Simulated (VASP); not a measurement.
# HfB2 (P6/mmm) in VASP: further runs

The runs below take HfB2 through single point, with PBEsol, PBE.

All numbers are computed with VASP 6.6.1; they aren't measurements. Logs are shortened: lines on timing, memory, paths and dates and some standing lists are left out, and cuts for length are marked.

## Step 1: The cell of the first run

The structure is hexagonal, space group P6/mmm (No. 191). The conventional cell has a = 3.140 Å, b = 3.140 Å, c = 3.480 Å, α = 90.00°, β = 90.00°, γ = 120.00°. Within 3.3 Å of Hf (site symmetry 6/mmm) lie 12 B at 2.51 Å and 6 Hf at 3.14 Å. Within 2.4 Å of B (site symmetry -6m2) lie 3 B at 1.81 Å.

## Step 2: Single point, PBEsol

The input, INCAR:

```
SYSTEM = HfB2
  PREC = Accurate
  ENCUT = 500
  EDIFF = 1E-6
  ISMEAR = -1
  SIGMA = 0.03
  LREAL = .False.
  LASPH = .True.
  NELM = 120
  ALGO = Normal
  ISIF = 2
  LWAVE = .False.
  LCHARG = .True.
  GGA = PS
  LELF = .True.
  LVHAR = .True.
  NBANDS = 15
  GGA_COMPAT = .False.
```

The input, KPOINTS:

```
Automatic mesh
0
Gamma
  6 6 5
  0 0 0
```

The input, POSCAR:

```
HfB2
1.0
    3.1400000000      0.0000000000      0.0000000000
   -1.5700000000      2.7193197679      0.0000000000
    0.0000000000      0.0000000000      3.4800000000
Hf B
1 2
Direct
    0.0000000000      0.0000000000      0.0000000000
    0.6666666667      0.3333333333      0.5000000000
    0.3333333333      0.6666666667      0.5000000000
```

Potentials or basis: VASP PAW PBE potentials, release 64 (Hf_pv, B).

Run with:

```
$ cat potpaw_PBE.64/Hf_pv/POTCAR potpaw_PBE.64/B/POTCAR > POTCAR
$ mpirun -np 1 vasp_std > vasp.out
```

OUTCAR:

```text
SYSTEM = HfB2
   PREC = Accurate
   ENCUT = 500
   EDIFF = 1E-6
   ISMEAR = -1
   LREAL = .False.
   LASPH = .True.
   NELM = 120
   ISIF = 2
   GGA = PS

 ion  position               nearest neighbor table
   1  0.000  0.000  0.000-   2 2.51   3 2.51   2 2.51   3 2.51   2 2.51   2 2.51   3 2.51   3 2.51
                             2 2.51   2 2.51   3 2.51   3 2.51
   2  0.667  0.333  0.500-   3 1.81   3 1.81   3 1.81   1 2.51   1 2.51   1 2.51   1 2.51   1 2.51
                             1 2.51
   3  0.333  0.667  0.500-   2 1.81   2 1.81   2 1.81   1 2.51   1 2.51   1 2.51   1 2.51   1 2.51
                             1 2.51

  LATTYP: Found a hexagonal cell.
 ALAT       =     3.1400000000
 C/A-ratio  =     1.1082802548

  Lattice vectors:

 A1 = (   3.1400000000,   0.0000000000,   0.0000000000)
 A2 = (  -1.5700000000,   2.7193197679,   0.0000000000)
 A3 = (   0.0000000000,   0.0000000000,   3.4800000000)

Analysis of symmetry for initial positions (statically):
=====================================================================
 Subroutine PRICEL returns:
 Original cell was already a primitive cell.

 Routine SETGRP: Setting up the symmetry group for a
 hexagonal supercell.

 Subroutine GETGRP returns: Found 24 space group operations
 (whereof 24 operations were pure point group operations)
 out of a pool of 24 trial point group operations.

The static configuration has the point symmetry D_6h.

Analysis of symmetry for dynamics (positions and initial velocities):
=====================================================================
 Subroutine PRICEL returns:
 Original cell was already a primitive cell.

 Routine SETGRP: Setting up the symmetry group for a
 hexagonal supercell.

 Subroutine GETGRP returns: Found 24 space group operations
 (whereof 24 operations were pure point group operations)
 out of a pool of 24 trial point group operations.

The dynamic configuration has the point symmetry D_6h.

 Subroutine INISYM returns: Found 24 space group operations
 (whereof 24 operations are pure point group operations),
 and found     1 'primitive' translations

----------------------------------------------------------------------------------------

                                     Primitive cell

  volume of cell :      29.7146

  direct lattice vectors                    reciprocal lattice vectors
     3.140000000  0.000000000  0.000000000     0.318471338  0.183869512  0.000000000
    -1.570000000  2.719319768  0.000000000     0.000000000  0.367739025  0.000000000
[... 96 lines left out ...]
   EMIN   =  10.00;   EMAX   =-10.00  energy-range for DOS
   EFERMI =   0.00;   METHOD = LEGACY
   ISMEAR =    -1;   SIGMA  =   0.03  broadening in eV -4-tet -1-fermi 0-gaus
   EFERMI_NEDOS =   21; number of points for ismear=-14 and -15
   IALGO  =     38    algorithm
   IMIX   =      4    mixing-type and parameters
     AMIX     =   0.40;   BMIX     =  1.00
     AMIX_MAG =   1.60;   BMIX_MAG =  1.00
  volume/ion in A,a.u.               =       9.90        66.84
  Fermi-wavevector in a.u.,A,eV,Ry     =   1.331860  2.516850 24.134693  1.773850
  Thomas-Fermi vector in A             =   2.460838
   LORBIT       =      0    0 simple, 1 ext, 2 COOP (PROOUT), +10 PAW based schemes
   GGA     = PS    functional components
   LHFCALC =     F    Hartree Fock is set to
   AEXX    =    0.0000 exact exchange contribution
   IVDW    =     0    specifies the selected vdW correction
   LEPSILON=     F    determine dielectric tensor
   LRPA    =     F    only Hartree local field effects (RPA)
 non-spin polarized calculation
  energy-cutoff  :      500.00
  volume of cell :       29.71
 maximum number of plane-waves:       770
 NGX is ok and might be reduce to    24
   NGX = 11   NGY = 11   NGZ = 13

 number of electron      15.9999998 magnetization

 Free energy of the ion-electron system (eV)
  ---------------------------------------------------
  ext. energy  EPLUGINS =         0.00000000
  ---------------------------------------------------
  free energy    TOTEN  =       -27.80842473 eV

  energy without entropy =      -27.80656145  energy(sigma->0) =      -27.80749309

 E-fermi :   7.2028     XC(G=0): -12.6819

 val. band max:        7.0715065439   @ k =   0.0000   0.0000   0.2000
 cond. band min:       7.2506653659   @ k =   0.3333   0.1667   0.0000
 fundamental gap:      0.1791588220
 Fermi energy:         7.2028208736

 k-point     1 :       0.0000    0.0000    0.0000
  band No.  band energies     occupation
      1     -23.0380      2.00000
      2     -22.5036      2.00000
      3     -22.5036      2.00000
      4      -6.1804      2.00000
      5       4.5157      2.00000
      6       4.6622      2.00000
      7       4.6622      2.00000
      8       4.7954      2.00000
      9      11.5407      0.00000
     10      11.5407      0.00000
     11      12.2245      0.00000
     12      12.2245      0.00000
     13      12.5374      0.00000
     14      12.5374      0.00000
[... 347 lines left out ...]
      2     -23.0063      2.00000
      3     -23.0063      2.00000
      4      -1.4841      2.00000
      5      -1.4841      2.00000
      6       1.7848      2.00000
      7       4.4324      2.00000
      8       4.4324      2.00000
      9      12.1093      0.00000
     10      12.9697      0.00000
     11      13.6491      0.00000
     12      13.6491      0.00000
     13      15.0621      0.00000
     14      15.0621      0.00000
     15      17.7215      0.00000

------------------------ aborting loop because EDIFF is reached ----------------------------------------

  FORCE on cell =-STRESS in cart. coord.  units (eV):
  Direction    XX          YY          ZZ          XY          YZ          ZX
  --------------------------------------------------------------------------------------
  -------------------------------------------------------------------------------------
  Total       -0.5967999     -0.5967999     -1.1820233      0.0000000     -0.0000000      0.0000000
  in kB      -32.1788242    -32.1788242    -63.7334534      0.0000000     -0.0000000      0.0000000
  external PRESSURE =     -42.6970339 kB  Pullay stress =       0.0000000 kB

 VOLUME and BASIS-vectors are now :
 -----------------------------------------------------------------------------
  energy-cutoff  :      500.00
  volume of cell :       29.71
      direct lattice vectors                 reciprocal lattice vectors
     3.140000000  0.000000000  0.000000000     0.318471338  0.183869512  0.000000000
    -1.570000000  2.719319768  0.000000000     0.000000000  0.367739025  0.000000000
     0.000000000  0.000000000  3.480000000     0.000000000  0.000000000  0.287356322

 POSITION                                       TOTAL-FORCE (eV/Angst)
 -----------------------------------------------------------------------------------
      0.00000      0.00000      0.00000         0.000000      0.000000      0.000000
      1.57000      0.90644      1.74000         0.000000     -0.000000      0.000000
     -0.00000      1.81288      1.74000        -0.000000      0.000000      0.000000
 -----------------------------------------------------------------------------------
    total drift:                               -0.000000      0.000000      0.000000

  FREE ENERGIE OF THE ION-ELECTRON SYSTEM (eV)
  ---------------------------------------------------
  free  energy   TOTEN  =       -27.8084247349 eV

  energy  without entropy=      -27.8065614512  energy(sigma->0) =      -27.80749309
```

OSZICAR:

```text
N       E                     dE             d eps       ncg     rms          rms(c)
DAV:   1     0.251738678000E+02    0.25174E+02   -0.77123E+03   630   0.980E+02
DAV:   2    -0.284569543428E+02   -0.53631E+02   -0.50693E+02   826   0.213E+02
DAV:   3    -0.300261717880E+02   -0.15692E+01   -0.15643E+01   847   0.266E+01
DAV:   4    -0.300325731380E+02   -0.64014E-02   -0.64011E-02   749   0.212E+00
DAV:   5    -0.300326076246E+02   -0.34487E-04   -0.34487E-04   819   0.141E-01    0.533E+01
DAV:   6    -0.279193505476E+02    0.21133E+01   -0.26771E+00   763   0.116E+01    0.389E+01
DAV:   7    -0.278609314959E+02    0.58419E-01   -0.77418E-01   805   0.649E+00    0.112E+01
DAV:   8    -0.278102187984E+02    0.50713E-01   -0.16680E-01   735   0.308E+00    0.138E+00
DAV:   9    -0.278084691486E+02    0.17496E-02   -0.10970E-02   763   0.830E-01    0.356E-01
DAV:  10    -0.278084272340E+02    0.41915E-04   -0.33833E-04   791   0.141E-01    0.206E-01
DAV:  11    -0.278084278316E+02   -0.59754E-06   -0.40218E-05   805   0.469E-02    0.111E-01
DAV:  12    -0.278084246412E+02    0.31904E-05   -0.66037E-06   770   0.201E-02    0.181E-02
DAV:  13    -0.278084247349E+02   -0.93741E-07   -0.28820E-07   371   0.444E-03
   1 F= -.27808425E+02 E0= -.27807493E+02  d E =-.186328E-02
```

It took 6.8 s on 1 thread of Intel Xeon 6975P-C, shared host; peak memory 0.14 GiB.

What came out:

```yaml
Free_energy: -27.8084 eV
Pressure: -4.3 GPa
Band_gap_on_the_k_mesh: zero (band 8 reaches 8.01 eV, above the bottom of band 9 at 7.25 eV)
```

Caveat: the k points lie up to 0.39 Å⁻¹ apart; the PAW data sets were made with another functional, which shifts forces and pressure a little; spin-orbit coupling is left out, which moves the levels of the heavy elements.

## Step 3: Single point, PBE, non-collinear spin, zero start, spin-orbit coupling

The input, INCAR:

```
SYSTEM = HfB2
  PREC = Accurate
  ENCUT = 520
  EDIFF = 1E-6
  ISMEAR = -1
  SIGMA = 0.05
  LREAL = .FALSE.
  LASPH = .TRUE.
  NELM = 150
  ALGO = Normal
  ISIF = 2
  LWAVE = .FALSE.
  LCHARG = .FALSE.
  LNONCOLLINEAR = .TRUE.
  MAGMOM = 0 0 0 0 0 0 0 0 0
  LORBIT = 11
  LSORBIT = .TRUE.
  GGA_COMPAT = .FALSE.
  LORBMOM = .TRUE.
  LMAXMIX = 4
  GGA = PE
  NBANDS = 29
```

The input, KPOINTS:

```
Automatic mesh
0
G
  10 10 8
  0 0 0
```

POSCAR is that of step 2.

Potentials or basis: VASP PAW PBE potentials, release 64 (Hf_pv, B).

Run with:

```
$ cat potpaw_PBE.64/Hf_pv/POTCAR potpaw_PBE.64/B/POTCAR > POTCAR
$ mpirun -np 1 vasp_ncl > vasp.out
```

OUTCAR:

```text
SYSTEM = HfB2
   PREC = Accurate
   ENCUT = 520
   EDIFF = 1E-6
   ISMEAR = -1
   LREAL = .FALSE.
   LASPH = .TRUE.
   NELM = 150
   ISIF = 2
   LNONCOLLINEAR = .TRUE.
   LORBIT = 11
   LSORBIT = .TRUE.
   GGA = PE

 ion  position               nearest neighbor table
   1  0.000  0.000  0.000-   2 2.51   3 2.51   2 2.51   3 2.51   2 2.51   2 2.51   3 2.51   3 2.51
                             2 2.51   2 2.51   3 2.51   3 2.51
   2  0.667  0.333  0.500-   3 1.81   3 1.81   3 1.81   1 2.51   1 2.51   1 2.51   1 2.51   1 2.51
                             1 2.51
   3  0.333  0.667  0.500-   2 1.81   2 1.81   2 1.81   1 2.51   1 2.51   1 2.51   1 2.51   1 2.51
                             1 2.51

  LATTYP: Found a hexagonal cell.
 ALAT       =     3.1400000000
 C/A-ratio  =     1.1082802548

  Lattice vectors:

 A1 = (   3.1400000000,   0.0000000000,   0.0000000000)
 A2 = (  -1.5700000000,   2.7193197679,   0.0000000000)
 A3 = (   0.0000000000,   0.0000000000,   3.4800000000)
[... 1072 lines left out ...]
     0.0000000     0.0000000     0.0000000     0.0000000     0.0000000     0.0000000     0.0000000
     0.0000000     0.0000000     0.0000000     0.0000000     0.0000000     0.0000000     0.0000000
     0.0000000     0.0000000     0.0000000     0.0000000     0.0000000     0.0000000     0.0000000

 total charge

# of ion       s       p       d       tot
------------------------------------------
    1        0.298   6.632   1.842   8.772
    2        0.664   1.275   0.000   1.939
    3        0.664   1.275   0.000   1.939
--------------------------------------------------
tot          1.626   9.183   1.842  12.651

 magnetization (x)

# of ion       s       p       d       tot
------------------------------------------
    1       -0.000  -0.000   0.000  -0.000
    2       -0.000  -0.000   0.000  -0.000
    3       -0.000  -0.000   0.000  -0.000
--------------------------------------------------
tot         -0.000  -0.000   0.000  -0.000

 magnetization (y)

# of ion       s       p       d       tot
------------------------------------------
    1        0.000   0.000   0.000   0.000
    2        0.000   0.000   0.000   0.000
    3        0.000   0.000   0.000   0.000
--------------------------------------------------
tot          0.000   0.000   0.000   0.000

 magnetization (z)

# of ion       s       p       d       tot
------------------------------------------
    1       -0.000   0.000   0.000  -0.000
    2        0.000   0.000   0.000   0.000
    3        0.000   0.000   0.000   0.000
--------------------------------------------------
tot         -0.000   0.000   0.000  -0.000
```

OSZICAR:

```text
N       E                     dE             d eps       ncg     rms          rms(c)
DAV:   1     0.463543284402E+02    0.46354E+02   -0.78813E+03  4060   0.106E+03
DAV:   2    -0.266425563413E+02   -0.72997E+02   -0.68889E+02  4788   0.269E+02
DAV:   3    -0.294297314803E+02   -0.27872E+01   -0.27498E+01  5410   0.390E+01
DAV:   4    -0.294497050223E+02   -0.19974E-01   -0.19921E-01  5106   0.347E+00
DAV:   5    -0.294498488927E+02   -0.14387E-03   -0.14384E-03  5178   0.277E-01    0.586E+01
DAV:   6    -0.271665244376E+02    0.22833E+01   -0.31022E+00  4873   0.126E+01    0.407E+01
DAV:   7    -0.270940915458E+02    0.72433E-01   -0.99126E-01  5110   0.701E+00    0.208E+01
DAV:   8    -0.270839330633E+02    0.10158E-01   -0.41102E-02  4991   0.139E+00    0.493E+00
DAV:   9    -0.270628333543E+02    0.21100E-01   -0.64477E-02  4841   0.193E+00    0.908E-01
DAV:  10    -0.270622914669E+02    0.54189E-03   -0.74307E-03  4746   0.646E-01    0.339E-01
DAV:  11    -0.270622421602E+02    0.49307E-04   -0.14480E-04  5073   0.999E-02    0.205E-01
DAV:  12    -0.270622326490E+02    0.95112E-05   -0.49456E-05  4947   0.524E-02    0.170E-02
DAV:  13    -0.270622320541E+02    0.59488E-06   -0.33026E-06  4839   0.142E-02
   1 F= -.27062232E+02 E0= -.27060979E+02  d E =-.250614E-02  mag=    -0.0000    -0.0000     0.0000
```

stdout:

```text
POSCAR found type information on POSCAR HfB
 POSCAR found :  2 types and       3 ions
 scaLAPACK will be used
 LDA part: xc-table for (Slater+PW92), standard interpolation
 POSCAR, INCAR and KPOINTS ok, starting setup
 FFT: planning ... GRIDC
 FFT: planning ... GRID_SOFT
 FFT: planning ... GRID
 WAVECAR not read
 entering main loop
```

Wall time 2 min (1 thread of Intel Xeon Platinum 8375C at 2.90GHz (Ice Lake), shared host); peak memory 0.26 GiB.

What came out:

```
Free energy                                           : -27.0622 eV
Pressure                                              : 1.0 GPa
Net moment                                            : 0.00 μB per cell
Valence electrons inside the program's atomic spheres : Hf 8.77; B 1.94
```

Stress tensor (GPa, compression positive):
```
0.76 0.00 0.00
0.00 0.76 0.00
0.00 0.00 1.53
```

Moments on the atoms (μB; x, y, z):
```
Hf  0.00 0.00 0.00
B   0.00 0.00 0.00
B   0.00 0.00 0.00
```
